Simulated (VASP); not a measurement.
Set up this calculation in VASP 6.6.1, as the native input.

```yaml
Task: single point
Functional: PBEsol
Potentials_or_basis: VASP PAW PBE potentials, release 64 (Al, Ru_pv)
Cutoff: 520 eV
k_mesh: 12 × 12 × 12
Occupations: fermi-dirac, width 0.05 eV
Spin: no spin polarisation
Dipole_correction: no
Further_INCAR_settings: ALGO = Normal; EDIFF = 1e-06; NBANDS = 16
```

The structure of AlRu lies in POSCAR:

```
AlRu
1.0
    3.0114124979      0.0000000000      0.0000000000
    0.0000000000      3.0114124979      0.0000000000
    0.0000000000      0.0000000000      3.0114124979
Al Ru
1 1
Direct
    0.0000000000      0.0000000000      0.0000000000
    0.5000000000      0.5000000000      0.5000000000
```

This cell differs from its parent crystal: volume scaled by 1.02.

One way to write it, as run:

INCAR

```
  PREC = Accurate
  ENCUT = 520
  EDIFF = 1E-6
  ISMEAR = -1
  SIGMA = 0.05
  LREAL = F
  LASPH = T
  NELM = 80
  ALGO = Normal
  ISIF = 2
  LWAVE = F
  LCHARG = T
  GGA = PS
  LELF = T
  LVHAR = T
  NBANDS = 16
```

KPOINTS

```
Automatic mesh
0
Gamma
  12 12 12
```

Potentials or basis: VASP PAW PBE potentials, release 64 (Al, Ru_pv).

Launch:

```console
$ cat potpaw_PBE.64/Al/POTCAR potpaw_PBE.64/Ru_pv/POTCAR > POTCAR
$ mpirun -np 1 vasp_std > vasp.out
```

It gave:

* Pressure: -7.2 GPa

Caveat: the PAW data sets were made with another functional, which shifts forces and pressure a little.

Run time: 27 s on 1 thread of Intel(R) Xeon(R) Platinum 8259CL CPU @ 2.50GHz (Skylake/Cascade Lake), on a shared host, peak memory 0.16 GiB.
